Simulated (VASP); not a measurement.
# Ir4Pt3 in VASP: further runs, part 3 of 3

VASP 6.6.1.

### 5 Single point, PBE

This run uses another cell than the first one, of 16.67 Å³/atom, 1.004 times its volume.

The input, INCAR:

```
SYSTEM = Ir4Pt3
  ALGO = Normal
  EDIFF = 1E-6
  ENCUT = 500
  GGA = PE
  GGA_COMPAT = .False.
  ISIF = 2
  ISMEAR = 0
  LASPH = .True.
  LCHARG = .True.
  LELF = .True.
  LREAL = .False.
  LVHAR = .True.
  LWAVE = .False.
  NBANDS = 42
  NELM = 120
  PREC = Accurate
  SIGMA = 0.1
```

The input, KPOINTS:

```
k-points
0
Gamma
  4 4 4
  0 0 0
```

The input, POSCAR:

```
Ir4Pt3
1.0
   -3.0784980927      3.0784980927      3.0784980927
    3.0784980927     -3.0784980927      3.0784980927
    3.0784980927      3.0784980927     -3.0784980927
Ir Pt
4 3
Direct
    0.5000000000      0.5000000000      0.5000000000
    0.0000000000      0.0000000000      0.5000000000
    0.0000000000      0.5000000000      0.0000000000
    0.5000000000      0.0000000000      0.0000000000
    0.0000000000      0.5000000000      0.5000000000
    0.5000000000      0.0000000000      0.5000000000
    0.5000000000      0.5000000000      0.0000000000
```

Potentials or basis: VASP PAW PBE potentials, release 64 (Ir, Pt).

On the command line:

```bash
$ cat potpaw_PBE.64/Ir/POTCAR potpaw_PBE.64/Pt/POTCAR > POTCAR
$ mpirun -np 1 vasp_std > vasp.out
```

OUTCAR:

```text
SYSTEM = Ir4Pt3
   EDIFF = 1E-6
   ENCUT = 500
   GGA = PE
   ISIF = 2
   ISMEAR = 0
   LASPH = .True.
   LREAL = .False.
   NELM = 120
   PREC = Accurate

 ion  position               nearest neighbor table
   1  0.500  0.500  0.500-   5 2.67   6 2.67   7 2.67   7 2.67   6 2.67   5 2.67   2 3.08   3 3.08
                             4 3.08   4 3.08   3 3.08   2 3.08
   2  0.000  0.000  0.500-   5 2.67   6 2.67   7 2.67   5 2.67   6 2.67   7 2.67   1 3.08   3 3.08
                             3 3.08   4 3.08   1 3.08   4 3.08
   3  0.000  0.500  0.000-   5 2.67   6 2.67   7 2.67   5 2.67   7 2.67   6 2.67   1 3.08   2 3.08
                             2 3.08   1 3.08   4 3.08   4 3.08
   4  0.500  0.000  0.000-   5 2.67   6 2.67   7 2.67   6 2.67   7 2.67   5 2.67   1 3.08   2 3.08
                             1 3.08   2 3.08   3 3.08   3 3.08
   5  0.000  0.500  0.500-   1 2.67   2 2.67   3 2.67   4 2.67   3 2.67   2 2.67   1 2.67   4 2.67
                             6 3.08   7 3.08   6 3.08   7 3.08
   6  0.500  0.000  0.500-   1 2.67   2 2.67   3 2.67   4 2.67   4 2.67   1 2.67   2 2.67   3 2.67
                             7 3.08   5 3.08   5 3.08   7 3.08
   7  0.500  0.500  0.000-   1 2.67   2 2.67   3 2.67   4 2.67   1 2.67   4 2.67   3 2.67   2 2.67
                             6 3.08   5 3.08   5 3.08   6 3.08

  LATTYP: Found a body centered cubic cell.
 ALAT       =     6.1569961854

  Lattice vectors:

 A1 = (  -3.0784980927,   3.0784980927,   3.0784980927)
 A2 = (   3.0784980927,  -3.0784980927,   3.0784980927)
 A3 = (   3.0784980927,   3.0784980927,  -3.0784980927)

Analysis of symmetry for initial positions (statically):
=====================================================================
 Subroutine PRICEL returns:
 Original cell was already a primitive cell.

 Routine SETGRP: Setting up the symmetry group for a
 body centered cubic supercell.

 Subroutine GETGRP returns: Found 48 space group operations
 (whereof 48 operations were pure point group operations)
 out of a pool of 48 trial point group operations.

The static configuration has the point symmetry O_h .

Analysis of symmetry for dynamics (positions and initial velocities):
=====================================================================
 Subroutine PRICEL returns:
 Original cell was already a primitive cell.

 Routine SETGRP: Setting up the symmetry group for a
 body centered cubic supercell.

 Subroutine GETGRP returns: Found 48 space group operations
 (whereof 48 operations were pure point group operations)
 out of a pool of 48 trial point group operations.

The dynamic configuration has the point symmetry O_h .

 Subroutine INISYM returns: Found 48 space group operations
 (whereof 48 operations are pure point group operations),
 and found     1 'primitive' translations

----------------------------------------------------------------------------------------

                                     Primitive cell

  volume of cell :     116.7016

  direct lattice vectors                    reciprocal lattice vectors
    -3.078498093  3.078498093  3.078498093     0.000000000  0.162416862  0.162416862
     3.078498093 -3.078498093  3.078498093     0.162416862  0.000000000  0.162416862
     3.078498093  3.078498093 -3.078498093     0.162416862  0.162416862  0.000000000

  length of vectors
[... 54 lines left out ...]
 -0.250000  0.250000  0.250000      6.000000
  0.500000  0.500000  0.250000     12.000000
  0.500000  0.500000  0.500000      1.000000
   k-points           NKPTS =      8   k-points in BZ     NKDIM =      8   number of bands    NBANDS=     42
   number of dos      NEDOS =    301   number of ions     NIONS =      7
   total plane-waves  NPLWV =  64000
   dimension x,y,z NGX =    40 NGY =   40 NGZ =   40
   dimension x,y,z NGXF=    80 NGYF=   80 NGZF=   80
   ions per type =               4   3
   NGX,Y,Z   is equivalent  to a cutoff of  12.47, 12.47, 12.47 a.u.
   NGXF,Y,Z  is equivalent  to a cutoff of  24.94, 24.94, 24.94 a.u.
 SYSTEM =  Ir4Pt3
   PREC   = accura    normal or accurate (medium, high low for compatibility)
   ISTART =      0    job   : 0-new  1-cont  2-samecut
   ICHARG =      2    charge: 1-file 2-atom 10-const
   ISPIN  =      1    spin polarized calculation?
   LNONCOLLINEAR =      F non collinear calculations
   LSORBIT =      F    spin-orbit coupling
   LASPH  =      T    aspherical Exc in radial PAW
   ENCUT  =  500.0 eV  36.75 Ry    6.06 a.u.   9.72  9.72  9.72*2*pi/ulx,y,z
   NELM   =    120;   NELMIN=  2; NELMDL= -5     # of ELM steps
   EDIFF  = 0.1E-05   stopping-criterion for ELM
   LREAL  =      F    real-space projection
   EDIFFG = 0.1E-04   stopping-criterion for IOM
   NSW    =      0    number of steps for IOM
   IBRION =     -1    ionic relax: 0-MD 1-quasi-New 2-CG
   NFREE  =      0    steps in history (QN), initial steepest desc. (CG)
   ISIF   =      2    stress and relaxation
   ISYM   =      2    0-nonsym 1-usesym 2-fastsym
   POTIM  = 0.5000    time-step for ionic-motion
   TEBEG  =    0.0;   TEEND  =   0.0 temperature during run
   PSTRESS=    0.0 pullay stress
   NELECT =      66.0000    total number of electrons
   NUPDOWN=      -1.0000    fix difference up-down
   EMIN   =  10.00;   EMAX   =-10.00  energy-range for DOS
   EFERMI =   0.00;   METHOD = LEGACY
   ISMEAR =     0;   SIGMA  =   0.10  broadening in eV -4-tet -1-fermi 0-gaus
   EFERMI_NEDOS =   21; number of points for ismear=-14 and -15
   IALGO  =     38    algorithm
   IMIX   =      4    mixing-type and parameters
     AMIX     =   0.40;   BMIX     =  1.00
     AMIX_MAG =   1.60;   BMIX_MAG =  1.00
  volume/ion in A,a.u.               =      16.67       112.51
  Fermi-wavevector in a.u.,A,eV,Ry     =   1.353829  2.558366 24.937491  1.832854
  Thomas-Fermi vector in A             =   2.481052
   LORBIT       =      0    0 simple, 1 ext, 2 COOP (PROOUT), +10 PAW based schemes
   GGA     = PE    functional components
   LHFCALC =     F    Hartree Fock is set to
   AEXX    =    0.0000 exact exchange contribution
   IVDW    =     0    specifies the selected vdW correction
   LEPSILON=     F    determine dielectric tensor
   LRPA    =     F    only Hartree local field effects (RPA)
 non-spin polarized calculation
 Gauss-broadening in eV      SIGMA  =   0.10
  energy-cutoff  :      500.00
  volume of cell :      116.70
 maximum number of plane-waves:      3043
 NGX is ok and might be reduce to    40

 number of electron      66.0000008 magnetization

 Free energy of the ion-electron system (eV)
  ---------------------------------------------------
  ext. energy  EPLUGINS =         0.00000000
  ---------------------------------------------------
  free energy    TOTEN  =       -49.26299947 eV

  energy without entropy =      -49.19991401  energy(sigma->0) =      -49.23145674

 E-fermi :   8.3788     XC(G=0): -12.8008

 val. band max:        8.3607011366   @ k =   0.5000   0.5000   0.2500
 cond. band min:       8.3856168028   @ k =   0.5000   0.5000   0.2500
 fundamental gap:      0.0249156661
 Fermi energy:         8.3788359976

 k-point     1 :       0.0000    0.0000    0.0000
  band No.  band energies     occupation
      1      -1.3061      2.00000
      2       1.2023      2.00000
      3       1.2023      2.00000
      4       1.4984      2.00000
      5       1.4984      2.00000
      6       1.4984      2.00000
[... 349 lines left out ...]
     41       9.6533      0.00000
     42      14.9330      0.00000

------------------------ aborting loop because EDIFF is reached ----------------------------------------

  FORCE on cell =-STRESS in cart. coord.  units (eV):
  Direction    XX          YY          ZZ          XY          YZ          ZX
  --------------------------------------------------------------------------------------
  -------------------------------------------------------------------------------------
  Total       -0.3044323     -0.3044323     -0.3044323     -0.0000000      0.0000000     -0.0000000
  in kB       -4.1795038     -4.1795038     -4.1795038     -0.0000000      0.0000000     -0.0000000
  external PRESSURE =      -4.1795038 kB  Pullay stress =       0.0000000 kB

 VOLUME and BASIS-vectors are now :
 -----------------------------------------------------------------------------
  energy-cutoff  :      500.00
  volume of cell :      116.70
      direct lattice vectors                 reciprocal lattice vectors
    -3.078498093  3.078498093  3.078498093     0.000000000  0.162416862  0.162416862
     3.078498093 -3.078498093  3.078498093     0.162416862  0.000000000  0.162416862
     3.078498093  3.078498093 -3.078498093     0.162416862  0.162416862  0.000000000

 POSITION                                       TOTAL-FORCE (eV/Angst)
 -----------------------------------------------------------------------------------
      1.53925      1.53925      1.53925         0.000000      0.000000      0.000000
      1.53925      1.53925     -1.53925         0.000000     -0.000000     -0.000000
      1.53925     -1.53925      1.53925         0.000000      0.000000      0.000000
     -1.53925      1.53925      1.53925         0.000000      0.000000      0.000000
      3.07850      0.00000      0.00000        -0.000000      0.000000     -0.000000
      0.00000      3.07850      0.00000        -0.000000     -0.000000     -0.000000
      0.00000      0.00000      3.07850         0.000000      0.000000      0.000000
 -----------------------------------------------------------------------------------
    total drift:                                0.000000     -0.000000      0.000000

  FREE ENERGIE OF THE ION-ELECTRON SYSTEM (eV)
  ---------------------------------------------------
  free  energy   TOTEN  =       -49.2629994718 eV

  energy  without entropy=      -49.1999140136  energy(sigma->0) =      -49.23145674
```

Wall time 40 s (1 thread of Intel Xeon 6975P-C (Granite Rapids), shared host); peak memory 0.24 GiB.

Results:

| Quantity | Value |
| --- | --- |
| Free energy | -49.2630 eV |
| Pressure | -0.4 GPa |
| Band gap on the k mesh | zero (band 33 reaches 8.76 eV, above the bottom of band 34 at 7.90 eV) |

Levels at points of the mesh, in eV from the Fermi level:
| k point | band 29 | band 30 | band 31 | band 32 | band 33 | band 34 | band 35 | band 36 | band 37 | band 38 |
| --- | --- | --- | --- | --- | --- | --- | --- | --- | --- | --- |
| (0.00, 0.00, 0.00) | 0.28 | 0.28 | 0.38 | 0.38 | 0.38 | 1.41 | 1.41 | 1.41 | 1.60 | 1.60 |
| (0.50, 0.00, 0.00) | -0.84 | -0.84 | -0.74 | -0.70 | -0.64 | -0.47 | 0.39 | 0.78 | 1.51 | 2.95 |
| (0.50, 0.50, 0.50) | -1.75 | -1.75 | -1.02 | -1.02 | -0.48 | -0.48 | -0.30 | 0.49 | 0.49 | 1.08 |

Caveat: the k points lie up to 0.36 Å⁻¹ apart; spin-orbit coupling is left out, which moves the levels of the heavy elements.

### 6 Overview

```csv
cell,k mesh,cutoff (eV),smearing,gap on the mesh (eV),pressure (GPa)
"a = 5.325 Å, angles 109.5°, 7 atoms",8 × 8 × 8,520,gaussian 0.1 eV,none,-0.2
"a = 5.331 Å, angles 109.5°, 7 atoms",4 × 4 × 4,500,gaussian 0.2 eV,none,-0.2
"a = 5.332 Å, angles 109.5°, 7 atoms",4 × 4 × 4,500,gaussian 0.2 eV,none,-0.3
"a = 5.332 Å, angles 109.5°, 7 atoms",4 × 4 × 4,500,gaussian 0.1 eV,none,-0.4
```

Some of these runs hold the atoms at other places in the same cell, which the table doesn't show; runs alike in all that it shows share one row.

Alike in all rows: task single point; level PBE; potentials or basis VASP PAW PBE potentials, release 64 (Ir, Pt); no spin polarisation.

Caveats: some runs use coarse meshes; spin-orbit coupling is left out, which moves the levels of the heavy elements.

Total energies depend on the potentials used, so only differences within one code and one set of settings carry meaning.
